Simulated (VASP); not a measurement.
# Ga2Ge2O3 (P1) in VASP: single point with PBE

Aim: the single point of Ga2Ge2O3 with PBE.

Everything below comes from runs of VASP 6.6.1. Logs are shortened: lines on timing, memory, paths and dates and some standing lists are left out, and cuts for length are marked.

## Step 1: The cell of the first run

The typed cell holds 7 atoms: a = 3.054 Å, b = 3.062 Å, c = 14.266 Å, α = 89.77°, β = 91.07°, γ = 119.94°.

## Step 2: Single point, PBE

Input file INCAR:

```
SYSTEM = Ga2Ge2O3
ALGO = Normal
EDIFF = 1E-6
ENCUT = 520
GGA = PE
ISIF = 2
ISMEAR = 0
LASPH = .True.
LCHARG = .False.
LREAL = .False.
LWAVE = .False.
NBANDS = 45
NELM = 60
PREC = Accurate
SIGMA = 0.2
```

Input file KPOINTS:

```
k-points
0
Gamma
  8 8 2
  0 0 0
```

Input file POSCAR:

```
Ga2Ge2O3
1.0
    3.0539317262     -0.0123144233     -0.0217340263
   -1.5174146766      2.6592685431      0.0108700240
   -0.1647185923     -0.0861536605     14.2652654206
Ga Ge O
2 2 3
Direct
    0.1988799286      0.0603360800      0.1032649756
    0.5150551375      0.7235397220      0.8870380571
    0.5217720765      0.8605322134      0.4463781078
    0.8632052426      0.5144312745      0.6054652510
    0.8711124623      0.3960652457      0.1509632616
    0.8420859039      0.3878259501      0.8316601008
    0.1878892484      0.0572695142      0.9752302460
```

Potentials or basis: VASP PAW PBE potentials, release 64 (Ga_d, Ge_d, O).

Command:

```
> cat potpaw_PBE.64/Ga_d/POTCAR potpaw_PBE.64/Ge_d/POTCAR potpaw_PBE.64/O/POTCAR > POTCAR
> mpirun -np 1 vasp_std > vasp.out
```

OUTCAR:

```text
SYSTEM = Ga2Ge2O3
   EDIFF = 1E-6
   ENCUT = 520
   GGA = PE
   ISIF = 2
   ISMEAR = 0
   LASPH = .True.
   LREAL = .False.
   NELM = 60
   PREC = Accurate

 ion  position               nearest neighbor table
   1  0.199  0.060  0.103-   7 1.83   5 1.89   5 1.89   5 1.89
   2  0.515  0.724  0.887-   6 1.93   6 1.93   6 1.94   7 2.16   7 2.17   7 2.18
   3  0.522  0.861  0.446-   4 2.85   4 2.89   4 2.89
   4  0.863  0.514  0.605-   3 2.85   3 2.89   3 2.89
   5  0.871  0.396  0.151-   1 1.89   1 1.89   1 1.89
   6  0.842  0.388  0.832-   2 1.93   2 1.93   2 1.94
   7  0.188  0.057  0.975-   1 1.83   2 2.16   2 2.17   2 2.18

  LATTYP: Found a triclinic cell.
 ALAT       =     3.0540338900
 B/A-ratio  =     1.0025298234
 C/A-ratio  =     4.6713550111
 COS(alpha) =     0.0040270683
 COS(beta)  =     0.0186370074
 COS(gamma) =     0.4991128963

  Lattice vectors:

 A1 = (   3.0539317262,  -0.0123144233,  -0.0217340263)
 A2 = (   1.5174146766,  -2.6592685431,  -0.0108700240)
 A3 = (   0.1647185923,   0.0861536605, -14.2652654206)

Analysis of symmetry for initial positions (statically):
=====================================================================
 Subroutine PRICEL returns:
 Original cell was already a primitive cell.

 Routine SETGRP: Setting up the symmetry group for a
 triclinic supercell.

 Subroutine GETGRP returns: Found  1 space group operations
 (whereof  1 operations were pure point group operations)
 out of a pool of  2 trial point group operations.

The static configuration has the point symmetry C_1 .

Analysis of symmetry for dynamics (positions and initial velocities):
=====================================================================
 Subroutine PRICEL returns:
 Original cell was already a primitive cell.

 Routine SETGRP: Setting up the symmetry group for a
 triclinic supercell.

 Subroutine GETGRP returns: Found  1 space group operations
 (whereof  1 operations were pure point group operations)
 out of a pool of  2 trial point group operations.

The dynamic configuration has the point symmetry C_1 .

 Subroutine INISYM returns: Found  1 space group operations
 (whereof  1 operations are pure point group operations),
 and found     1 'primitive' translations

----------------------------------------------------------------------------------------

                                     Primitive cell

  volume of cell :     115.5754

  direct lattice vectors                    reciprocal lattice vectors
     3.053931726 -0.012314423 -0.021734026     0.328236924  0.187276322  0.004921133
    -1.517414677  2.659268543  0.010870024     0.001536149  0.376910426  0.002294051
    -0.164718592 -0.086153661 14.265265421     0.000498919 -0.000001876  0.070106093

  length of vectors
     3.054033890  3.061760056 14.266476516     0.377936657  0.376920537  0.070107868

  position of ions in fractional coordinates (direct lattice)
     0.198879929  0.060336080  0.103264976
     0.515055137  0.723539722  0.887038057
     0.521772076  0.860532213  0.446378108
     0.863205243  0.514431274  0.605465251
     0.871112462  0.396065246  0.150963262
     0.842085904  0.387825950  0.831660101
     0.187889248  0.057269514  0.975230246

  ion indices of the primitive-cell ions
   primitive index   ion index
                 1           1
                 2           2
                 3           3
                 4           4
                 5           5
                 6           6
                 7           7

----------------------------------------------------------------------------------------

 KPOINTS: k-points

Automatic generation of k-mesh.
 Grid dimensions read from file:
 generate k-points for:    8    8    2

 Generating k-lattice:

  Cartesian coordinates                     Fractional coordinates (reciprocal lattice)
     0.041029616  0.023409540  0.000615142     0.125000000  0.000000000  0.000000000
     0.000192019  0.047113803  0.000286756     0.000000000  0.125000000  0.000000000
     0.000249460 -0.000000938  0.035053046     0.000000000  0.000000000  0.500000000

  Length of vectors
     0.047242082  0.047115067  0.035053934

  Shift w.r.t. Gamma in fractional coordinates (k-lattice)
     0.000000000  0.000000000  0.000000000

 Subroutine IBZKPT returns following result:
 ===========================================

 Found     68 irreducible k-points:

 Following reciprocal coordinates:
            Coordinates               Weight
  0.000000  0.000000  0.000000      1.000000
  0.125000 -0.000000  0.000000      2.000000
  0.250000 -0.000000  0.000000      2.000000
  0.375000 -0.000000  0.000000      2.000000
  0.500000 -0.000000  0.000000      1.000000
  0.000000  0.125000  0.000000      2.000000
[... 16 lines left out ...]
  0.125000  0.375000 -0.000000      2.000000
  0.250000  0.375000 -0.000000      2.000000
 [... further k-points ...]
   k-points           NKPTS =     68   k-points in BZ     NKDIM =     68   number of bands    NBANDS=     45
   number of dos      NEDOS =    301   number of ions     NIONS =      7
   total plane-waves  NPLWV =  62208
   dimension x,y,z NGX =    24 NGY =   24 NGZ =  108
   dimension x,y,z NGXF=    48 NGYF=   48 NGZF=  216
   ions per type =               2   2   3
   NGX,Y,Z   is equivalent  to a cutoff of  13.06, 13.03, 12.59 a.u.
   NGXF,Y,Z  is equivalent  to a cutoff of  26.13, 26.06, 25.17 a.u.
 SYSTEM =  Ga2Ge2O3
   PREC   = accura    normal or accurate (medium, high low for compatibility)
   ISTART =      0    job   : 0-new  1-cont  2-samecut
   ICHARG =      2    charge: 1-file 2-atom 10-const
   ISPIN  =      1    spin polarized calculation?
   LNONCOLLINEAR =      F non collinear calculations
   LSORBIT =      F    spin-orbit coupling
   LASPH  =      T    aspherical Exc in radial PAW
   ENCUT  =  520.0 eV  38.22 Ry    6.18 a.u.   5.68  5.69 26.53*2*pi/ulx,y,z
   NELM   =     60;   NELMIN=  2; NELMDL= -5     # of ELM steps
   EDIFF  = 0.1E-05   stopping-criterion for ELM
   LREAL  =      F    real-space projection
   EDIFFG = 0.1E-04   stopping-criterion for IOM
   NSW    =      0    number of steps for IOM
   IBRION =     -1    ionic relax: 0-MD 1-quasi-New 2-CG
   NFREE  =      0    steps in history (QN), initial steepest desc. (CG)
   ISIF   =      2    stress and relaxation
   ISYM   =      2    0-nonsym 1-usesym 2-fastsym
   POTIM  = 0.5000    time-step for ionic-motion
   TEBEG  =    0.0;   TEEND  =   0.0 temperature during run
   PSTRESS=    0.0 pullay stress
   NELECT =      72.0000    total number of electrons
   NUPDOWN=      -1.0000    fix difference up-down
   EMIN   =  10.00;   EMAX   =-10.00  energy-range for DOS
   EFERMI =   0.00;   METHOD = LEGACY
   ISMEAR =     0;   SIGMA  =   0.20  broadening in eV -4-tet -1-fermi 0-gaus
   EFERMI_NEDOS =   21; number of points for ismear=-14 and -15
   IALGO  =     38    algorithm
   IMIX   =      4    mixing-type and parameters
     AMIX     =   0.40;   BMIX     =  1.00
     AMIX_MAG =   1.60;   BMIX_MAG =  1.00
  volume/ion in A,a.u.               =      16.51       111.42
  Fermi-wavevector in a.u.,A,eV,Ry     =   1.398183  2.642182 26.598226  1.954914
  Thomas-Fermi vector in A             =   2.521366
   LORBIT       =      0    0 simple, 1 ext, 2 COOP (PROOUT), +10 PAW based schemes
   GGA     = PE    functional components
   LHFCALC =     F    Hartree Fock is set to
   AEXX    =    0.0000 exact exchange contribution
   IVDW    =     0    specifies the selected vdW correction
   LEPSILON=     F    determine dielectric tensor
   LRPA    =     F    only Hartree local field effects (RPA)
 non-spin polarized calculation
 Gauss-broadening in eV      SIGMA  =   0.20
  energy-cutoff  :      520.00
  volume of cell :      115.58
 maximum number of plane-waves:      3128
   NGX = 11   NGY = 11   NGZ = 53

 number of electron      72.0000011 magnetization

 Free energy of the ion-electron system (eV)
  ---------------------------------------------------
  ext. energy  EPLUGINS =         0.00000000
  ---------------------------------------------------
  free energy    TOTEN  =       -37.50182710 eV

  energy without entropy =      -37.48283804  energy(sigma->0) =      -37.49233257

 E-fermi :   4.2516     XC(G=0):  -9.8502

 val. band max:        4.1992598662   @ k =   0.2500  -0.0000   0.5000
 cond. band min:       4.2778726309   @ k =   0.0000   0.1250   0.5000
 fundamental gap:      0.0786127647
 Fermi energy:         4.2515660944

 k-point     1 :       0.0000    0.0000    0.0000
  band No.  band energies     occupation
      1     -20.5707      2.00000
      2     -20.5701      2.00000
      3     -20.5543      2.00000
      4     -20.5512      2.00000
      5     -20.5508      2.00000
      6     -20.5126      2.00000
[... 37 lines left out ...]
     44      12.1043      0.00000
     45      12.2142      0.00000

 k-point     2 :       0.1250   -0.0000    0.0000
  band No.  band energies     occupation
      1     -20.5738      2.00000
      2     -20.5610      2.00000
      3     -20.5581      2.00000
      4     -20.5444      2.00000
      5     -20.5413      2.00000
      6     -20.5174      2.00000
[... 37 lines left out ...]
     44      11.7292      0.00000
     45      11.9411      0.00000

 k-point     3 :       0.2500   -0.0000    0.0000
  band No.  band energies     occupation
      1     -20.5845      2.00000
      2     -20.5625      2.00000
      3     -20.5415      2.00000
      4     -20.5331      2.00000
      5     -20.5294      2.00000
      6     -20.5269      2.00000
[... 37 lines left out ...]
     44      10.9620      0.00000
     45      11.2964      0.00000

 k-point     4 :       0.3750   -0.0000    0.0000
  band No.  band energies     occupation
      1     -20.5955      2.00000
      2     -20.5649      2.00000
      3     -20.5485      2.00000
      4     -20.5399      2.00000
      5     -20.5240      2.00000
      6     -20.5073      2.00000
[... 901 lines left out ...]
     44      10.6840      0.00000
     45      11.1889      0.00000

 k-point    23 :       0.1250    0.3750   -0.0000
  band No.  band energies     occupation
      1     -20.5884      2.00000
      2     -20.5635      2.00000
      3     -20.5487      2.00000
      4     -20.5419      2.00000
      5     -20.5262      2.00000
      6     -20.5052      2.00000
[... 37 lines left out ...]
     44      10.9835      0.00000
     45      11.6116      0.00000

 k-point    24 :       0.2500    0.3750   -0.0000
  band No.  band energies     occupation
      1     -20.5640      2.00000
      2     -20.5622      2.00000
      3     -20.5450      2.00000
      4     -20.5385      2.00000
      5     -20.5210      2.00000
      6     -20.5154      2.00000
[... 37 lines left out ...]
     44      11.2486      0.00000
     45      11.6057      0.00000

 [... further k-points ...]
[... 5 lines left out ...]
  --------------------------------------------------------------------------------------
  -------------------------------------------------------------------------------------
  Total        0.2132622      0.1482097      0.1339470     -0.0078281      0.0323230      0.0070931
  in kB        2.9563722      2.0545741      1.8568564     -0.1085178      0.4480820      0.0983294
  external PRESSURE =       2.2892676 kB  Pullay stress =       0.0000000 kB

 VOLUME and BASIS-vectors are now :
 -----------------------------------------------------------------------------
  energy-cutoff  :      520.00
  volume of cell :      115.58
      direct lattice vectors                 reciprocal lattice vectors
     3.053931726 -0.012314423 -0.021734026     0.328236924  0.187276322  0.004921133
    -1.517414677  2.659268543  0.010870024     0.001536149  0.376910426  0.002294051
    -0.164718592 -0.086153661 14.265265421     0.000498919 -0.000001876  0.070106093

 POSITION                                       TOTAL-FORCE (eV/Angst)
 -----------------------------------------------------------------------------------
      0.49880      0.14910      1.46944         0.004566      0.000663      0.014445
      0.32892      1.84132     12.65050        -0.008330      0.002261      0.006425
      0.21415      2.24350      6.36572        -0.000089     -0.007183     -0.017281
      1.75583      1.30522      8.62395         0.001918      0.004862      0.019126
      2.03446      1.02951      2.13890        -0.001624      0.001369      0.039516
      1.84619      0.94931     11.84977         0.000304      0.000013     -0.045963
      0.32626      0.06596     13.90846         0.003255     -0.001987     -0.016268
 -----------------------------------------------------------------------------------
    total drift:                               -0.001241      0.000212     -0.001513

  FREE ENERGIE OF THE ION-ELECTRON SYSTEM (eV)
  ---------------------------------------------------
  free  energy   TOTEN  =       -37.5018271001 eV

  energy  without entropy=      -37.4828380420  energy(sigma->0) =      -37.49233257
```

Run time: 6.3 min. Hardware: 1 thread of Intel Xeon Platinum 8488C (Sapphire Rapids), shared host; peak memory 0.43 GiB.

Results:

* Free energy: -37.5018 eV
* Pressure: 0.2 GPa
* Largest force: 0.046 eV/Å
* Band gap on the k mesh: zero (band 36 reaches 5.36 eV, above the bottom of band 37 at 2.50 eV)

Forces on the atoms (eV/Å):
```
Ga   0.005  0.001  0.014
Ga  -0.008  0.002  0.006
Ge   0.000 -0.007 -0.017
Ge   0.002  0.005  0.019
O   -0.002  0.001  0.040
O    0.000  0.000 -0.046
O    0.003 -0.002 -0.016
```

Stress tensor (GPa, compression positive):
```
 0.30 -0.01  0.01
-0.01  0.21  0.04
 0.01  0.04  0.19
```

Levels at points of the mesh, in eV from the Fermi level:
```csv
k point,band 33,band 34,band 35,band 36,band 37,band 38,band 39,band 40
"(0.00, 0.00, 0.00)",-2.78,-2.75,-2.73,-0.60,1.57,2.98,4.45,6.36
"(0.50, 0.00, 0.00)",-3.86,-2.87,-2.73,-2.61,1.33,2.60,2.78,3.04
"(0.00, 0.50, 0.00)",-3.77,-3.01,-2.72,-2.57,1.40,2.64,2.85,2.90
"(0.50, 0.50, 0.00)",-3.87,-2.84,-2.73,-2.64,1.33,2.59,2.79,3.05
"(0.00, 0.00, 0.50)",-2.75,-2.73,-2.54,-0.76,1.85,2.66,4.62,6.26
"(0.50, 0.00, 0.50)",-3.87,-2.88,-2.73,-2.60,1.33,2.55,2.78,3.10
"(0.00, 0.50, 0.50)",-3.78,-3.03,-2.72,-2.56,1.41,2.56,2.85,2.98
"(0.50, 0.50, 0.50)",-3.88,-2.85,-2.73,-2.63,1.32,2.62,2.79,3.05
```
